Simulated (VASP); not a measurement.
# Al (Fm-3m) in VASP: a series of runs

The runs below take Al through single point, with PBEsol.

Everything below comes from runs of VASP 6.6.1. Logs are shortened: lines on timing, memory, paths and dates and some standing lists are left out, and cuts for length are marked.

**1. The cell of the first run**

The structure is cubic, space group Fm-3m (No. 225). Conventional cell: a = 4.050 Å, b = 4.050 Å, c = 4.050 Å, α = 90.00°, β = 90.00°, γ = 90.00°. Within 3.8 Å of Al (site symmetry m-3m) lie 12 Al at 2.86 Å.

**2. Single point, PBEsol**

Input file INCAR:

```
ALGO = Normal
EDIFF = 1E-6
ENCUT = 500
GGA = PS
GGA_COMPAT = False
ISIF = 2
ISMEAR = -1
LASPH = True
LCHARG = False
LREAL = False
LWAVE = False
NBANDS = 8
NELM = 120
PREC = Accurate
SIGMA = 0.05
```

Input file KPOINTS:

```
k-points
0
Gamma
  10 10 10
```

Input file POSCAR:

```
Al
1.0
    0.0000000000      2.0249200000      2.0249200000
    2.0249200000      0.0000000000      2.0249200000
    2.0249200000      2.0249200000      0.0000000000
Al
1
Direct
    0.0000000000      0.0000000000      0.0000000000
```

Potentials or basis: VASP PAW PBE potentials, release 64 (Al).

Run with:

```sh
$ cat potpaw_PBE.64/Al/POTCAR > POTCAR
$ mpirun -np 1 vasp_std > vasp.out
```

OUTCAR:

```text
EDIFF = 1E-6
   ENCUT = 500
   GGA = PS
   ISIF = 2
   ISMEAR = -1
   LASPH = True
   LREAL = False
   NELM = 120
   PREC = Accurate

 ion  position               nearest neighbor table
   1  0.000  0.000  0.000-

  LATTYP: Found a face centered cubic cell.
 ALAT       =     4.0498400000

  Lattice vectors:

 A1 = (   0.0000000000,   2.0249200000,   2.0249200000)
 A2 = (   2.0249200000,   0.0000000000,   2.0249200000)
 A3 = (   2.0249200000,   2.0249200000,   0.0000000000)

Analysis of symmetry for initial positions (statically):
=====================================================================
 Subroutine PRICEL returns:
 Original cell was already a primitive cell.

 Routine SETGRP: Setting up the symmetry group for a
 face centered cubic supercell.

 Subroutine GETGRP returns: Found 48 space group operations
 (whereof 48 operations were pure point group operations)
 out of a pool of 48 trial point group operations.

The static configuration has the point symmetry O_h .

Analysis of symmetry for dynamics (positions and initial velocities):
=====================================================================
 Subroutine PRICEL returns:
 Original cell was already a primitive cell.

 Routine SETGRP: Setting up the symmetry group for a
 face centered cubic supercell.

 Subroutine GETGRP returns: Found 48 space group operations
 (whereof 48 operations were pure point group operations)
 out of a pool of 48 trial point group operations.

The dynamic configuration has the point symmetry O_h .

 Subroutine INISYM returns: Found 48 space group operations
 (whereof 48 operations are pure point group operations),
 and found     1 'primitive' translations

----------------------------------------------------------------------------------------

                                     Primitive cell

  volume of cell :      16.6056

  direct lattice vectors                    reciprocal lattice vectors
     0.000000000  2.024920000  2.024920000    -0.246923335  0.246923335  0.246923335
     2.024920000  0.000000000  2.024920000     0.246923335 -0.246923335  0.246923335
     2.024920000  2.024920000  0.000000000     0.246923335  0.246923335 -0.246923335

  length of vectors
     2.863669327  2.863669327  2.863669327     0.427683762  0.427683762  0.427683762

  position of ions in fractional coordinates (direct lattice)
     0.000000000  0.000000000  0.000000000

  ion indices of the primitive-cell ions
   primitive index   ion index
                 1           1

----------------------------------------------------------------------------------------

 KPOINTS: k-points

Automatic generation of k-mesh.
 Grid dimensions read from file:
 generate k-points for:   10   10   10

 Generating k-lattice:

  Cartesian coordinates                     Fractional coordinates (reciprocal lattice)
    -0.024692334  0.024692334  0.024692334     0.100000000  0.000000000  0.000000000
     0.024692334 -0.024692334  0.024692334     0.000000000  0.100000000  0.000000000
     0.024692334  0.024692334 -0.024692334     0.000000000  0.000000000  0.100000000

  Length of vectors
     0.042768376  0.042768376  0.042768376

  Shift w.r.t. Gamma in fractional coordinates (k-lattice)
     0.000000000  0.000000000  0.000000000

 Subroutine IBZKPT returns following result:
 ===========================================

 Found     47 irreducible k-points:

 Following reciprocal coordinates:
            Coordinates               Weight
  0.000000  0.000000  0.000000      1.000000
  0.100000  0.000000  0.000000      8.000000
  0.200000  0.000000  0.000000      8.000000
  0.300000  0.000000  0.000000      8.000000
  0.400000  0.000000  0.000000      8.000000
  0.500000  0.000000  0.000000      4.000000
[... 16 lines left out ...]
  0.300000  0.300000  0.000000      6.000000
  0.400000  0.300000  0.000000     24.000000
 [... further k-points ...]
   k-points           NKPTS =     47   k-points in BZ     NKDIM =     47   number of bands    NBANDS=      8
   number of dos      NEDOS =    301   number of ions     NIONS =      1
   total plane-waves  NPLWV =  13824
   dimension x,y,z NGX =    24 NGY =   24 NGZ =   24
   dimension x,y,z NGXF=    48 NGYF=   48 NGZF=   48
   ions per type =               1
   NGX,Y,Z   is equivalent  to a cutoff of  13.93, 13.93, 13.93 a.u.
   NGXF,Y,Z  is equivalent  to a cutoff of  27.87, 27.87, 27.87 a.u.
 SYSTEM =  unknown system
   PREC   = accura    normal or accurate (medium, high low for compatibility)
   ISTART =      0    job   : 0-new  1-cont  2-samecut
   ICHARG =      2    charge: 1-file 2-atom 10-const
   ISPIN  =      1    spin polarized calculation?
   LNONCOLLINEAR =      F non collinear calculations
   LSORBIT =      F    spin-orbit coupling
   LASPH  =      T    aspherical Exc in radial PAW
   ENCUT  =  500.0 eV  36.75 Ry    6.06 a.u.   5.22  5.22  5.22*2*pi/ulx,y,z
   NELM   =    120;   NELMIN=  2; NELMDL= -5     # of ELM steps
   EDIFF  = 0.1E-05   stopping-criterion for ELM
   LREAL  =      F    real-space projection
   EDIFFG = 0.1E-04   stopping-criterion for IOM
   NSW    =      0    number of steps for IOM
   IBRION =     -1    ionic relax: 0-MD 1-quasi-New 2-CG
   NFREE  =      0    steps in history (QN), initial steepest desc. (CG)
   ISIF   =      2    stress and relaxation
   ISYM   =      2    0-nonsym 1-usesym 2-fastsym
   POTIM  = 0.5000    time-step for ionic-motion
   TEBEG  =    0.0;   TEEND  =   0.0 temperature during run
   PSTRESS=    0.0 pullay stress
   NELECT =       3.0000    total number of electrons
   NUPDOWN=      -1.0000    fix difference up-down
   EMIN   =  10.00;   EMAX   =-10.00  energy-range for DOS
   EFERMI =   0.00;   METHOD = LEGACY
   ISMEAR =    -1;   SIGMA  =   0.05  broadening in eV -4-tet -1-fermi 0-gaus
   EFERMI_NEDOS =   21; number of points for ismear=-14 and -15
   IALGO  =     38    algorithm
   IMIX   =      4    mixing-type and parameters
     AMIX     =   0.40;   BMIX     =  1.00
     AMIX_MAG =   1.60;   BMIX_MAG =  1.00
  volume/ion in A,a.u.               =      16.61       112.06
  Fermi-wavevector in a.u.,A,eV,Ry     =   0.925474  1.748892 11.653409  0.856501
  Thomas-Fermi vector in A             =   2.051332
   LORBIT       =      0    0 simple, 1 ext, 2 COOP (PROOUT), +10 PAW based schemes
   GGA     = PS    functional components
   LHFCALC =     F    Hartree Fock is set to
   AEXX    =    0.0000 exact exchange contribution
   IVDW    =     0    specifies the selected vdW correction
   LEPSILON=     F    determine dielectric tensor
   LRPA    =     F    only Hartree local field effects (RPA)
 non-spin polarized calculation
  energy-cutoff  :      500.00
  volume of cell :       16.61
 maximum number of plane-waves:       444
 NGX is ok and might be reduce to    24
   NGX = 11   NGY = 11   NGZ = 11

 number of electron       3.0000000 magnetization

 Free energy of the ion-electron system (eV)
  ---------------------------------------------------
  ext. energy  EPLUGINS =         0.00000000
  ---------------------------------------------------
  free energy    TOTEN  =        -4.07308383 eV

  energy without entropy =       -4.06573282  energy(sigma->0) =       -4.06940833

 E-fermi :   8.0120     XC(G=0): -10.2343

 val. band max:        8.0064286329   @ k =  -0.4000   0.4000   0.1000
 cond. band min:       8.0658259001   @ k =  -0.3000   0.4000   0.1000
 fundamental gap:      0.0593972672
 Fermi energy:         8.0120440330

 k-point     1 :       0.0000    0.0000    0.0000
  band No.  band energies     occupation
      1      -3.2030      2.00000
      2      20.4425      0.00000
      3      20.4425      0.00000
      4      20.4425      0.00000
      5      21.8855      0.00000
      6      21.8855      0.00000
      7      21.8855      0.00000
      8      24.3187      0.00000

 k-point     2 :       0.1000    0.0000    0.0000
  band No.  band energies     occupation
      1      -2.9325      2.00000
      2      17.1641      0.00000
      3      19.7119      0.00000
      4      19.7119      0.00000
      5      22.5679      0.00000
      6      23.0188      0.00000
      7      23.0188      0.00000
      8      25.9094      0.00000

 k-point     3 :       0.2000    0.0000    0.0000
  band No.  band energies     occupation
      1      -2.1242      2.00000
      2      13.1882      0.00000
      3      18.9547      0.00000
      4      18.9547      0.00000
      5      22.2909      0.00000
      6      23.4288      0.00000
      7      23.4288      0.00000
      8      25.5119      0.00000

 k-point     4 :       0.3000    0.0000    0.0000
  band No.  band energies     occupation
      1      -0.7872      2.00000
      2       9.5114      0.00000
      3      18.6046      0.00000
      4      18.6046      0.00000
      5      21.6908      0.00000
      6      21.6908      0.00000
      7      22.1237      0.00000
      8      25.6828      0.00000

 k-point     5 :       0.4000    0.0000    0.0000
  band No.  band energies     occupation
      1       1.0639      2.00000
      2       6.2406      2.00000
      3      18.6992      0.00000
      4      18.6992      0.00000
      5      20.2519      0.00000
      6      20.2519      0.00000
      7      22.3387      0.00000
      8      24.1527      0.00000
[... 177 lines left out ...]
 k-point    22 :      -0.2000    0.2000    0.0000
  band No.  band energies     occupation
      1      -0.3444      2.00000
      2      10.9467      0.00000
      3      12.4073      0.00000
      4      18.9937      0.00000
      5      21.0148      0.00000
      6      23.2308      0.00000
      7      24.2062      0.00000
      8      25.2125      0.00000

 k-point    23 :       0.3000    0.3000    0.0000
  band No.  band energies     occupation
      1       0.0081      2.00000
      2      13.7354      0.00000
      3      14.5507      0.00000
      4      14.6648      0.00000
      5      14.6648      0.00000
      6      18.1483      0.00000
      7      30.0692      0.00000
      8      31.1865      0.00000

 k-point    24 :       0.4000    0.3000    0.0000
  band No.  band energies     occupation
      1       1.3225      2.00000
      2      11.3115      0.00000
      3      11.7415      0.00000
      4      14.2832      0.00000
      5      15.5904      0.00000
      6      19.1303      0.00000
      7      29.3644      0.00000
      8      31.5899      0.00000

 [... further k-points ...]

------------------------ aborting loop because EDIFF is reached ----------------------------------------

  FORCE on cell =-STRESS in cart. coord.  units (eV):
  Direction    XX          YY          ZZ          XY          YZ          ZX
  --------------------------------------------------------------------------------------
  -------------------------------------------------------------------------------------
  Total       -0.2065892     -0.2065892     -0.2065892     -0.0000000      0.0000000      0.0000000
  in kB      -19.9326339    -19.9326339    -19.9326339     -0.0000000      0.0000000      0.0000000
  external PRESSURE =     -19.9326339 kB  Pullay stress =       0.0000000 kB

 VOLUME and BASIS-vectors are now :
 -----------------------------------------------------------------------------
  energy-cutoff  :      500.00
  volume of cell :       16.61
      direct lattice vectors                 reciprocal lattice vectors
     0.000000000  2.024920000  2.024920000    -0.246923335  0.246923335  0.246923335
     2.024920000  0.000000000  2.024920000     0.246923335 -0.246923335  0.246923335
     2.024920000  2.024920000  0.000000000     0.246923335  0.246923335 -0.246923335

 POSITION                                       TOTAL-FORCE (eV/Angst)
 -----------------------------------------------------------------------------------
      0.00000      0.00000      0.00000        -0.000000      0.000000     -0.000000
 -----------------------------------------------------------------------------------
    total drift:                                0.000000     -0.000000     -0.000000

  FREE ENERGIE OF THE ION-ELECTRON SYSTEM (eV)
  ---------------------------------------------------
  free  energy   TOTEN  =        -4.0730838347 eV

  energy  without entropy=       -4.0657328213  energy(sigma->0) =       -4.06940833
```

Wall time 8.1 s (1 thread of Intel Xeon 8259CL, shared host); peak memory 0.13 GiB.

What came out:

```yaml
Free_energy: -4.0731 eV
Pressure: -2.0 GPa
```

Caveat: the PAW data sets were made with another functional, which shifts forces and pressure a little.

**3. Single point, PBEsol**

Input file INCAR:

```
SYSTEM = Al
PREC = Accurate ; ENCUT = 500
EDIFF = 1E-6 ; ISMEAR = -1
SIGMA = 0.003 ; LREAL = .FALSE.
LASPH = .TRUE. ; NELM = 120
ALGO = Normal ; ISIF = 2
LWAVE = .FALSE. ; LCHARG = .TRUE.
GGA = PS ; LELF = .TRUE.
LVHAR = .TRUE. ; NBANDS = 8
GGA_COMPAT = .FALSE.
```

Input file KPOINTS:

```
regular mesh
0
G
  10 10 10
  0 0 0
```

POSCAR is that of step 2.

Potentials or basis: VASP PAW PBE potentials, release 64 (Al).

Run with:

```sh
$ cat potpaw_PBE.64/Al/POTCAR > POTCAR
$ mpirun -np 1 vasp_std > vasp.out
```

OUTCAR:

```text
SYSTEM = Al
   PREC = Accurate
   ENCUT = 500
   EDIFF = 1E-6
   ISMEAR = -1
   LREAL = .FALSE.
   LASPH = .TRUE.
   NELM = 120
   ISIF = 2
   GGA = PS

 ion  position               nearest neighbor table
   1  0.000  0.000  0.000-

  LATTYP: Found a face centered cubic cell.
 ALAT       =     4.0498400000

  Lattice vectors:

 A1 = (   0.0000000000,   2.0249200000,   2.0249200000)
 A2 = (   2.0249200000,   0.0000000000,   2.0249200000)
 A3 = (   2.0249200000,   2.0249200000,   0.0000000000)

Analysis of symmetry for initial positions (statically):
=====================================================================
 Subroutine PRICEL returns:
 Original cell was already a primitive cell.

 Routine SETGRP: Setting up the symmetry group for a
 face centered cubic supercell.

 Subroutine GETGRP returns: Found 48 space group operations
 (whereof 48 operations were pure point group operations)
 out of a pool of 48 trial point group operations.

The static configuration has the point symmetry O_h .

Analysis of symmetry for dynamics (positions and initial velocities):
=====================================================================
 Subroutine PRICEL returns:
 Original cell was already a primitive cell.

 Routine SETGRP: Setting up the symmetry group for a
 face centered cubic supercell.

 Subroutine GETGRP returns: Found 48 space group operations
 (whereof 48 operations were pure point group operations)
 out of a pool of 48 trial point group operations.

The dynamic configuration has the point symmetry O_h .

 Subroutine INISYM returns: Found 48 space group operations
 (whereof 48 operations are pure point group operations),
 and found     1 'primitive' translations

----------------------------------------------------------------------------------------

                                     Primitive cell
[... 108 lines left out ...]
     AMIX     =   0.40;   BMIX     =  1.00
     AMIX_MAG =   1.60;   BMIX_MAG =  1.00
  volume/ion in A,a.u.               =      16.61       112.06
  Fermi-wavevector in a.u.,A,eV,Ry     =   0.925474  1.748892 11.653409  0.856501
  Thomas-Fermi vector in A             =   2.051332
   LORBIT       =      0    0 simple, 1 ext, 2 COOP (PROOUT), +10 PAW based schemes
   GGA     = PS    functional components
   LHFCALC =     F    Hartree Fock is set to
   AEXX    =    0.0000 exact exchange contribution
   IVDW    =     0    specifies the selected vdW correction
   LEPSILON=     F    determine dielectric tensor
   LRPA    =     F    only Hartree local field effects (RPA)
 non-spin polarized calculation
  energy-cutoff  :      500.00
  volume of cell :       16.61
 maximum number of plane-waves:       444
 NGX is ok and might be reduce to    24
   NGX = 11   NGY = 11   NGZ = 11

 number of electron       3.0000000 magnetization

 Free energy of the ion-electron system (eV)
  ---------------------------------------------------
  ext. energy  EPLUGINS =         0.00000000
  ---------------------------------------------------
  free energy    TOTEN  =        -4.06814842 eV

  energy without entropy =       -4.06795509  energy(sigma->0) =       -4.06805176

 E-fermi :   8.0079     XC(G=0): -10.2342

 val. band max:        8.0065902611   @ k =  -0.4000   0.4000   0.1000
 cond. band min:       8.0656625669   @ k =  -0.3000   0.4000   0.1000
 fundamental gap:      0.0590723058
 Fermi energy:         8.0078588325

 k-point     1 :       0.0000    0.0000    0.0000
  band No.  band energies     occupation
      1      -3.2028      2.00000
      2      20.4428      0.00000
      3      20.4428      0.00000
      4      20.4428      0.00000
      5      21.8852      0.00000
      6      21.8852      0.00000
      7      21.8852      0.00000
      8      24.3202      0.00000
[... 243 lines left out ...]
 k-point    24 :       0.4000    0.3000    0.0000
  band No.  band energies     occupation
      1       1.3227      2.00000
      2      11.3118      0.00000
      3      11.7417      0.00000
      4      14.2833      0.00000
      5      15.5908      0.00000
      6      19.1300      0.00000
      7      29.3644      0.00000
      8      31.5899      0.00000

 [... further k-points ...]

------------------------ aborting loop because EDIFF is reached ----------------------------------------

  FORCE on cell =-STRESS in cart. coord.  units (eV):
  Direction    XX          YY          ZZ          XY          YZ          ZX
  --------------------------------------------------------------------------------------
  -------------------------------------------------------------------------------------
  Total       -0.2302294     -0.2302294     -0.2302294      0.0000000     -0.0000000      0.0000000
  in kB      -22.2135346    -22.2135346    -22.2135346      0.0000000     -0.0000000      0.0000000
  external PRESSURE =     -22.2135346 kB  Pullay stress =       0.0000000 kB

 VOLUME and BASIS-vectors are now :
 -----------------------------------------------------------------------------
  energy-cutoff  :      500.00
  volume of cell :       16.61
      direct lattice vectors                 reciprocal lattice vectors
     0.000000000  2.024920000  2.024920000    -0.246923335  0.246923335  0.246923335
     2.024920000  0.000000000  2.024920000     0.246923335 -0.246923335  0.246923335
     2.024920000  2.024920000  0.000000000     0.246923335  0.246923335 -0.246923335

 POSITION                                       TOTAL-FORCE (eV/Angst)
 -----------------------------------------------------------------------------------
      0.00000      0.00000      0.00000         0.000000      0.000000     -0.000000
 -----------------------------------------------------------------------------------
    total drift:                               -0.000000      0.000000      0.000000

  FREE ENERGIE OF THE ION-ELECTRON SYSTEM (eV)
  ---------------------------------------------------
  free  energy   TOTEN  =        -4.0681484245 eV

  energy  without entropy=       -4.0679550938  energy(sigma->0) =       -4.06805176
```

OSZICAR:

```text
N       E                     dE             d eps       ncg     rms          rms(c)
DAV:   1    -0.282475180444E+01   -0.28248E+01   -0.85498E+02   752   0.199E+02
DAV:   2    -0.409163549259E+01   -0.12669E+01   -0.12489E+01  1080   0.181E+01
DAV:   3    -0.409710466457E+01   -0.54692E-02   -0.54689E-02   968   0.134E+00
DAV:   4    -0.409711815032E+01   -0.13486E-04   -0.13486E-04  1160   0.602E-02
DAV:   5    -0.409711817462E+01   -0.24304E-07   -0.23979E-07   928   0.112E-03    0.138E+00
DAV:   6    -0.407982701624E+01    0.17291E-01   -0.23571E-03  1048   0.201E-01    0.788E-01
DAV:   7    -0.406816574296E+01    0.11661E-01   -0.64043E-03   952   0.322E-01    0.165E-01
DAV:   8    -0.406814900384E+01    0.16739E-04   -0.21763E-05  1136   0.316E-02    0.522E-03
DAV:   9    -0.406814842448E+01    0.57936E-06   -0.29304E-07   976   0.249E-03
   1 F= -.40681484E+01 E0= -.40680518E+01  d E =-.193331E-03
```

Run time: 8.1 s. Hardware: 1 thread of Intel Xeon 8259CL, shared host; peak memory 0.13 GiB.

What came out:

| Property | Result |
| --- | --- |
| Free energy | -4.0681 eV |
| Pressure | -2.2 GPa |

Caveat: the PAW data sets were made with another functional, which shifts forces and pressure a little.
